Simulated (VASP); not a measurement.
# C (Fd-3m) in VASP: further runs

Runs on C. Level: BHLYP. Tasks: single point.

Everything below comes from runs of VASP 6.6.1. Logs are shortened: lines on timing, memory, paths and dates and some standing lists are left out, and cuts for length are marked.

### Step 1. The cell of the first run

The structure is cubic, space group Fd-3m (No. 227). The conventional cell has a = 3.590 Å, b = 3.590 Å, c = 3.590 Å, α = 90.00°, β = 90.00°, γ = 90.00°. C (site symmetry -43m) has 4 C at 1.55 Å within 2.1 Å.

### Step 2. Single point, BHLYP

The input, POSCAR:

```
C
1.0
    0.0000000000      1.7951807415      1.7951807415
    1.7951807415      0.0000000000      1.7951807415
    1.7951807415      1.7951807415      0.0000000000
C
2
Direct
    0.7500000000      0.7500000000      0.7500000000
    0.5000000000      0.5000000000      0.5000000000
```

The input, INCAR.step1:

```
ALGO = Normal ; EDIFF = 1E-5
ENCUT = 520 ; GGA = PE
ISIF = 2 ; ISMEAR = -1
LASPH = T ; LCHARG = F
LREAL = F ; LWAVE = T
NBANDS = 11 ; NELM = 100
PREC = Accurate ; SIGMA = 0.05
```

The input, INCAR.step2:

```
AEXX = 0.5 ; AGGAC = 1.0
AGGAX = 0.5 ; ALDAC = 0.0
ALDAX = 0.5 ; ALGO = Normal
EDIFF = 1E-6 ; ENCUT = 520
GGA = B5 ; ISIF = 2
ISMEAR = -1 ; ISTART = 1
LASPH = T ; LCHARG = F
LHFCALC = T ; LREAL = F
LWAVE = F ; NBANDS = 11
NELM = 100 ; PREC = Accurate
PRECFOCK = Normal ; SIGMA = 0.05
```

The input, KPOINTS:

```
k-points
0
Gamma
  7 7 7
```

Potentials or basis: VASP PAW PBE potentials, release 64 (C).

The run is started by

```sh
$ cat potpaw_PBE.64/C/POTCAR > POTCAR
$ cp INCAR.step1 INCAR
$ mpirun -np 1 vasp_std > vasp.out
$ cp INCAR.step2 INCAR
$ mpirun -np 1 vasp_std > vasp.out
```

OUTCAR:

```text
AEXX = 0.5
   EDIFF = 1E-6
   ENCUT = 520
   GGA = B5
   ISIF = 2
   ISMEAR = -1
   ISTART = 1
   LASPH = T
   LHFCALC = T
   LREAL = F
   NELM = 100
   PREC = Accurate
   PRECFOCK = Normal

 ion  position               nearest neighbor table
   1  0.750  0.750  0.750-   2 1.55   2 1.55   2 1.55   2 1.55
   2  0.500  0.500  0.500-   1 1.55   1 1.55   1 1.55   1 1.55

  LATTYP: Found a face centered cubic cell.
 ALAT       =     3.5903614830

  Lattice vectors:

 A1 = (   0.0000000000,   1.7951807415,   1.7951807415)
 A2 = (   1.7951807415,   0.0000000000,   1.7951807415)
 A3 = (   1.7951807415,   1.7951807415,   0.0000000000)

Analysis of symmetry for initial positions (statically):
=====================================================================
 Subroutine PRICEL returns:
 Original cell was already a primitive cell.

 Routine SETGRP: Setting up the symmetry group for a
 face centered cubic supercell.

 Subroutine GETGRP returns: Found 48 space group operations
 (whereof 24 operations were pure point group operations)
 out of a pool of 48 trial point group operations.

The static configuration has the point symmetry T_d .
 The point group associated with its full space group is O_h .

Analysis of symmetry for dynamics (positions and initial velocities):
=====================================================================
 Subroutine PRICEL returns:
 Original cell was already a primitive cell.

 Routine SETGRP: Setting up the symmetry group for a
 face centered cubic supercell.

 Subroutine GETGRP returns: Found 48 space group operations
 (whereof 24 operations were pure point group operations)
 out of a pool of 48 trial point group operations.

The dynamic configuration has the point symmetry T_d .
 The point group associated with its full space group is O_h .

 Subroutine INISYM returns: Found 48 space group operations
 (whereof 24 operations are pure point group operations),
 and found     1 'primitive' translations

----------------------------------------------------------------------------------------

                                     Primitive cell

  volume of cell :      11.5706

  direct lattice vectors                    reciprocal lattice vectors
     0.000000000  1.795180742  1.795180742    -0.278523487  0.278523487  0.278523487
     1.795180742  0.000000000  1.795180742     0.278523487 -0.278523487  0.278523487
     1.795180742  1.795180742  0.000000000     0.278523487  0.278523487 -0.278523487

  length of vectors
     2.538768952  2.538768952  2.538768952     0.482416831  0.482416831  0.482416831

  position of ions in fractional coordinates (direct lattice)
     0.750000000  0.750000000  0.750000000
     0.500000000  0.500000000  0.500000000

  ion indices of the primitive-cell ions
   primitive index   ion index
                 1           1
                 2           2

----------------------------------------------------------------------------------------

 KPOINTS: k-points

Automatic generation of k-mesh.
 Grid dimensions read from file:
 generate k-points for:    7    7    7

 Generating k-lattice:

  Cartesian coordinates                     Fractional coordinates (reciprocal lattice)
    -0.039789070  0.039789070  0.039789070     0.142857143  0.000000000  0.000000000
     0.039789070 -0.039789070  0.039789070     0.000000000  0.142857143  0.000000000
     0.039789070  0.039789070 -0.039789070     0.000000000  0.000000000  0.142857143

  Length of vectors
     0.068916690  0.068916690  0.068916690

  Shift w.r.t. Gamma in fractional coordinates (k-lattice)
     0.000000000  0.000000000  0.000000000

 Subroutine IBZKPT returns following result:
 ===========================================

 Found     20 irreducible k-points:

 Following reciprocal coordinates:
            Coordinates               Weight
  0.000000  0.000000  0.000000      1.000000
  0.142857  0.000000  0.000000      8.000000
  0.285714  0.000000  0.000000      8.000000
  0.428571  0.000000  0.000000      8.000000
  0.142857  0.142857  0.000000      6.000000
  0.285714  0.142857  0.000000     24.000000
[... 12 lines left out ...]
 -0.428571  0.428571  0.142857     24.000000
 -0.285714  0.428571  0.142857     24.000000
   k-points           NKPTS =     20   k-points in BZ     NKDIM =    343   number of bands    NBANDS=     11
   number of dos      NEDOS =    301   number of ions     NIONS =      2
   total plane-waves  NPLWV =   8000
   dimension x,y,z NGX =    20 NGY =   20 NGZ =   20
   dimension x,y,z NGXF=    40 NGYF=   40 NGZF=   40
   ions per type =               2
   NGX,Y,Z   is equivalent  to a cutoff of  13.10, 13.10, 13.10 a.u.
   NGXF,Y,Z  is equivalent  to a cutoff of  26.19, 26.19, 26.19 a.u.
 SYSTEM =  unknown system
   PREC   = accura    normal or accurate (medium, high low for compatibility)
   ISTART =      1    job   : 0-new  1-cont  2-samecut
   ICHARG =      0    charge: 1-file 2-atom 10-const
   ISPIN  =      1    spin polarized calculation?
   LNONCOLLINEAR =      F non collinear calculations
   LSORBIT =      F    spin-orbit coupling
   LASPH  =      T    aspherical Exc in radial PAW
   ENCUT  =  520.0 eV  38.22 Ry    6.18 a.u.   4.72  4.72  4.72*2*pi/ulx,y,z
   NELM   =    100;   NELMIN=  2; NELMDL=  0     # of ELM steps
   EDIFF  = 0.1E-05   stopping-criterion for ELM
   LREAL  =      F    real-space projection
   EDIFFG = 0.1E-04   stopping-criterion for IOM
   NSW    =      0    number of steps for IOM
   IBRION =     -1    ionic relax: 0-MD 1-quasi-New 2-CG
   NFREE  =      0    steps in history (QN), initial steepest desc. (CG)
   ISIF   =      2    stress and relaxation
   ISYM   =      3    0-nonsym 1-usesym 2-fastsym
   POTIM  = 0.5000    time-step for ionic-motion
   TEBEG  =    0.0;   TEEND  =   0.0 temperature during run
   PSTRESS=    0.0 pullay stress
   NELECT =       8.0000    total number of electrons
   NUPDOWN=      -1.0000    fix difference up-down
   EMIN   =  10.00;   EMAX   =-10.00  energy-range for DOS
   EFERMI =   0.00;   METHOD = LEGACY
   ISMEAR =    -1;   SIGMA  =   0.05  broadening in eV -4-tet -1-fermi 0-gaus
   EFERMI_NEDOS =   21; number of points for ismear=-14 and -15
   IALGO  =     38    algorithm
   IMIX   =      1    mixing-type and parameters
     AMIX     =   0.40;   BMIX     =  1.00
     AMIX_MAG =   1.60;   BMIX_MAG =  1.00
  volume/ion in A,a.u.               =       5.79        39.04
  Fermi-wavevector in a.u.,A,eV,Ry     =   1.447616  2.735597 28.512253  2.095592
  Thomas-Fermi vector in A             =   2.565550
   LORBIT       =      0    0 simple, 1 ext, 2 COOP (PROOUT), +10 PAW based schemes
   GGA     = B5    functional components
   LHFCALC =     T    Hartree Fock is set to
   PRECFOCK=normal    Normal, Fast or Accurate (Low or Medium for compatibility)
   ENCUT4O =  -1.0   cutoff for four orbital integrals eV
   NKREDX  =     1    reduce k-point grid by
   NKREDY  =     1    reduce k-point grid by
   NKREDZ  =     1    reduce k-point grid by
   AEXX    =    0.5000 exact exchange contribution
   HFSCREEN=    0.0000 screening length (either q_TF or 0.3 A-1)
   HFSCREENC=   0.0000 screening length for correlation (either q_TF or 0.3 A-1)
   ENCUTFOCK=  -1.0 apply spherical cutoff to Coloumb kernel
   IVDW    =     0    specifies the selected vdW correction
   LEPSILON=     F    determine dielectric tensor
   LRPA    =     F    only Hartree local field effects (RPA)
 non-spin polarized calculation
  energy-cutoff  :      520.00
  volume of cell :       11.57
 maximum number of plane-waves:       331
  NGX = 16; NGY = 16; NGZ = 16

 number of electron       8.0000000 magnetization

 Free energy of the ion-electron system (eV)
  ---------------------------------------------------
  ext. energy  EPLUGINS =         0.00000000
  ---------------------------------------------------
  free energy    TOTEN  =       -24.75672828 eV

  energy without entropy =      -24.75672828  energy(sigma->0) =      -24.75672828

 E-fermi :   8.6181     XC(G=0):  -6.8189

 val. band max:        7.6516544488   @ k =   0.0000   0.0000   0.0000
 cond. band min:      16.1664590308   @ k =   0.4286   0.4286   0.0000
 fundamental gap:      8.5148045820
 Fermi energy:         8.6180650480

 k-point     1 :       0.0000    0.0000    0.0000
  band No.  band energies     occupation
      1     -17.3668      2.00000
      2       7.6517      2.00000
      3       7.6517      2.00000
      4       7.6517      2.00000
      5      17.7461      0.00000
      6      17.7461      0.00000
      7      17.7461      0.00000
      8      26.1527      0.00000
      9      31.9598      0.00000
     10      39.5126      0.00000
     11      39.5126      0.00000

 k-point     2 :       0.1429    0.0000    0.0000
  band No.  band energies     occupation
      1     -16.7241      2.00000
      2       4.3076      2.00000
      3       6.7746      2.00000
      4       6.7746      2.00000
      5      18.9263      0.00000
      6      18.9263      0.00000
      7      19.2811      0.00000
      8      26.7495      0.00000
      9      32.9232      0.00000
     10      36.0143      0.00000
     11      36.0143      0.00000

 k-point     3 :       0.2857    0.0000    0.0000
  band No.  band energies     occupation
      1     -14.8255      2.00000
      2      -1.3615      2.00000
      3       5.3711      2.00000
      4       5.3711      2.00000
      5      20.5315      0.00000
      6      20.5315      0.00000
      7      20.5767      0.00000
      8      28.1170      0.00000
      9      33.7815      0.00000
     10      35.5124      0.00000
     11      35.5124      0.00000
[... 211 lines left out ...]
 k-point    19 :      -0.4286    0.4286    0.1429
  band No.  band energies     occupation
      1      -9.2425      2.00000
      2      -4.7141      2.00000
      3      -0.8942      2.00000
      4      -0.1057      2.00000
      5      19.2110      0.00000
      6      20.5069      0.00000
      7      26.8649      0.00000
      8      29.3125      0.00000
      9      34.5271      0.00000
     10      36.1004      0.00000
     11      43.2354      0.00000

 k-point    20 :      -0.2857    0.4286    0.1429
  band No.  band energies     occupation
      1      -7.8054      2.00000
      2      -5.7790      2.00000
      3      -2.6130      2.00000
      4       0.2215      2.00000
      5      20.4566      0.00000
      6      24.5055      0.00000
      7      25.9088      0.00000
      8      26.7368      0.00000
      9      32.5113      0.00000
     10      36.4805      0.00000
     11      41.1234      0.00000

------------------------ aborting loop because EDIFF is reached ----------------------------------------

  FORCE on cell =-STRESS in cart. coord.  units (eV):
  Direction    XX          YY          ZZ          XY          YZ          ZX
  --------------------------------------------------------------------------------------
  -------------------------------------------------------------------------------------
  Total       -1.2617901     -1.2617901     -1.2617901     -0.0000000      0.0000000      0.0000000
  in kB     -174.7202161   -174.7202161   -174.7202161     -0.0000000      0.0000000      0.0000000
  external PRESSURE =    -174.7202161 kB  Pullay stress =       0.0000000 kB

 VOLUME and BASIS-vectors are now :
 -----------------------------------------------------------------------------
  energy-cutoff  :      520.00
  volume of cell :       11.57
      direct lattice vectors                 reciprocal lattice vectors
     0.000000000  1.795180742  1.795180742    -0.278523487  0.278523487  0.278523487
     1.795180742  0.000000000  1.795180742     0.278523487 -0.278523487  0.278523487
     1.795180742  1.795180742  0.000000000     0.278523487  0.278523487 -0.278523487

 POSITION                                       TOTAL-FORCE (eV/Angst)
 -----------------------------------------------------------------------------------
      2.69277      2.69277      2.69277         0.000000     -0.000000      0.000000
      1.79518      1.79518      1.79518        -0.000000      0.000000     -0.000000
 -----------------------------------------------------------------------------------
    total drift:                                0.000000     -0.000000     -0.000000

  FREE ENERGIE OF THE ION-ELECTRON SYSTEM (eV)
  ---------------------------------------------------
  free  energy   TOTEN  =       -24.7567282785 eV

  energy  without entropy=      -24.7567282784  energy(sigma->0) =      -24.75672828
```

It took 4 min on 1 thread of Intel Xeon Platinum 8488C (Sapphire Rapids), shared host; peak memory 0.12 GiB.

Results:

* Free energy: -24.7567 eV
* Pressure: -17.5 GPa
* Band gap on the k mesh: 8.51 eV (least direct gap 10.09 eV)

Caveat: the k points lie up to 0.43 Å⁻¹ apart; the PAW data sets were made with another functional, which shifts forces and pressure a little; an odd mesh through Γ misses points on the zone boundary, where band edges can lie.

### Step 3. Single point, BHLYP

This run uses another cell than the first one, of 5.90 Å³/atom.

The input, POSCAR:

```
C
1.0
    0.0000000000      1.8068380860      1.8068380860
    1.8068380860      0.0000000000      1.8068380860
    1.8068380860      1.8068380860      0.0000000000
C
2
Direct
    0.7500000000      0.7500000000      0.7500000000
    0.5000000000      0.5000000000      0.5000000000
```

The input, INCAR.step1:

```
SYSTEM = C
PREC = Accurate
ENCUT = 520
EDIFF = 1E-5
ISMEAR = -1
SIGMA = 0.05
LREAL = .FALSE.
LASPH = .TRUE.
NELM = 60
ALGO = Normal
ISIF = 2
LWAVE = .TRUE.
GGA = PE
NBANDS = 11
```

The input, INCAR.step2:

```
SYSTEM = C
PREC = Accurate
ENCUT = 520
EDIFF = 1E-7
ISMEAR = -1
SIGMA = 0.05
LREAL = .FALSE.
LASPH = .TRUE.
NELM = 60
ALGO = Normal
ISIF = 2
LWAVE = .FALSE.
LCHARG = .TRUE.
GGA = B5
LHFCALC = .TRUE.
AEXX = 0.5
ALDAX = 0.5
AGGAX = 0.5
AGGAC = 1.0
ALDAC = 0.0
PRECFOCK = Normal
LELF = .TRUE.
LVHAR = .TRUE.
ISTART = 1
NBANDS = 11
```

The input, KPOINTS:

```
Automatic mesh
0
G
  7 7 7
  0 0 0
```

Potentials or basis: VASP PAW PBE potentials, release 64 (C).

The run is started by

```sh
$ cat potpaw_PBE.64/C/POTCAR > POTCAR
$ cp INCAR.step1 INCAR
$ mpirun -np 1 vasp_std > vasp.out
$ cp INCAR.step2 INCAR
$ mpirun -np 1 vasp_std > vasp.out
```

It took 3.6 min on 1 thread of Intel Xeon Platinum 8488C (Sapphire Rapids), shared host; peak memory 0.12 GiB.

The run converged. Its results:

| Property | Result |
| --- | --- |
| Free energy | -24.7267 eV |
| Pressure | -25.4 GPa |
| Band gap on the k mesh | 8.46 eV (least direct gap 10.02 eV) |

Levels at points of the mesh, in eV from the valence-band top:
```
           k point  band 1  band 2  band 3  band 4  band 5  band 6  band 7  band 8  band 9
(0.00, 0.00, 0.00)  -24.74    0.00    0.00    0.00   10.02   10.02   10.02   18.01   24.03
```

Caveat: the k points lie up to 0.43 Å⁻¹ apart; the PAW data sets were made with another functional, which shifts forces and pressure a little; an odd mesh through Γ misses points on the zone boundary, where band edges can lie.

### Step 4. Single point, BHLYP

This run uses another cell than the first one, of 6.01 Å³/atom.

The input, POSCAR:

```
C
1.0
    0.0000000000      1.8183469191      1.8183469191
    1.8183469191      0.0000000000      1.8183469191
    1.8183469191      1.8183469191      0.0000000000
C
2
Direct
    0.7500000000      0.7500000000      0.7500000000
    0.5000000000      0.5000000000      0.5000000000
```

The input, INCAR.step1:

```
SYSTEM = C
PREC = Accurate ; ENCUT = 520
EDIFF = 1E-5 ; ISMEAR = -1
SIGMA = 0.05 ; LREAL = .False.
LASPH = .True. ; NELM = 80
ALGO = Normal ; ISIF = 2
LWAVE = .True. ; LCHARG = .False.
GGA = PE ; NBANDS = 11
```

The input, INCAR.step2:

```
SYSTEM = C
PREC = Accurate ; ENCUT = 520
EDIFF = 1E-6 ; ISMEAR = -1
SIGMA = 0.05 ; LREAL = .False.
LASPH = .True. ; NELM = 80
ALGO = Normal ; ISIF = 2
LWAVE = .False. ; LCHARG = .False.
GGA = B5 ; LHFCALC = .True.
AEXX = 0.5 ; ALDAX = 0.5
AGGAX = 0.5 ; AGGAC = 1.0
ALDAC = 0.0 ; PRECFOCK = Normal
ISTART = 1 ; NBANDS = 11
```

The input, KPOINTS:

```
Automatic mesh
0
Gamma
  7 7 7
  0 0 0
```

The run is started by

```sh
$ cat potpaw_PBE.64/C/POTCAR > POTCAR
$ cp INCAR.step1 INCAR
$ mpirun -np 1 vasp_std > vasp.out
$ cp INCAR.step2 INCAR
$ mpirun -np 1 vasp_std > vasp.out
```

Run time: 3 min. Hardware: 1 thread of Intel Xeon Platinum 8488C (Sapphire Rapids), shared host; peak memory 0.12 GiB.

Results (log left out):

```yaml
Free_energy: -24.6860 eV
Pressure: -32.5 GPa
Band_gap_on_the_k_mesh: 8.40 eV (least direct gap 9.96 eV)
```

Levels at points of the mesh, in eV from the valence-band top:
| k point | band 1 | band 2 | band 3 | band 4 | band 5 | band 6 | band 7 | band 8 | band 9 |
| --- | --- | --- | --- | --- | --- | --- | --- | --- | --- |
| (0.00, 0.00, 0.00) | -24.48 | 0.00 | 0.00 | 0.00 | 9.96 | 9.96 | 9.96 | 17.53 | 23.75 |

Caveat: the k points lie up to 0.43 Å⁻¹ apart; the PAW data sets were made with another functional, which shifts forces and pressure a little; an odd mesh through Γ misses points on the zone boundary, where band edges can lie.

### Step 5. The runs side by side

```tsv
cell	gap on the mesh (eV)	pressure (GPa)
a = 2.539 Å, angles 60.0°, 2 atoms	8.51	-17.5
a = 2.555 Å, angles 60.0°, 2 atoms	8.46	-25.4
a = 2.572 Å, angles 60.0°, 2 atoms	8.40	-32.5
```

Alike in all rows: task single point; level BHLYP; potentials or basis VASP PAW PBE potentials, release 64 (C); no spin polarisation; k mesh 7 × 7 × 7; cutoff (eV) 520; smearing fermi-dirac 0.05 eV.

Caveats: all runs use coarse meshes; the PAW data sets were made with another functional, which shifts forces and pressure a little; an odd mesh through Γ misses points on the zone boundary, where band edges can lie.

Total energies depend on the potentials used, so only differences within one code and one set of settings carry meaning.
